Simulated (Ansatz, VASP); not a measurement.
Li3ClO: VASP beside Ansatz

```
CELL_PARAMETERS angstrom
3.90834 0.00000 0.00000
0.00000 3.90834 0.00000
0.00000 0.00000 3.90834
ATOMIC_POSITIONS crystal
Li 0.00000 0.50000 0.50000
Li 0.50000 0.00000 0.50000
Li 0.50000 0.50000 0.00000
Cl 0.04797 0.00000 0.00000
O 0.50000 0.50000 0.50000
```

Change from the starting cell: all Cl atoms moved +0.188 Å, as atom 4 along Cartesian [1 0 0].

Alike in both runs: task single point; functional LDA; k mesh 6 × 6 × 6; occupations gaussian, width 0.05 eV; no spin polarisation.

```csv
,VASP,Ansatz
version,VASP 6.6.1,Ansatz 0.2.0
potentials or method,"VASP PAW LDA potentials, release 64 (Li_sv, Cl, O), cutoff 520 eV","scalar-relativistic, plane waves, PAW"
valence electrons in the cell,22,22
```

|  | VASP | Ansatz | Ansatz less VASP |
| --- | --- | --- | --- |
| gap on the k mesh at the Fermi level (eV) | 4.54 | 4.53 | -0.017 |
| least direct gap on the mesh (eV) | 4.61 | 4.61 | -0.003 |
| rms of the force components (eV/Å) | 0.122 | 0.121 | -0.0003 |

LDA's correlation is that of Perdew and Zunger in VASP and of Perdew and Wang (1992) in Ansatz. Atom by atom the forces differ by 0.001 eV/Å (rms over components).

Noted on VASP's run: the cutoff is under 1.25 times that of the potentials, so the pressure is a little rough.
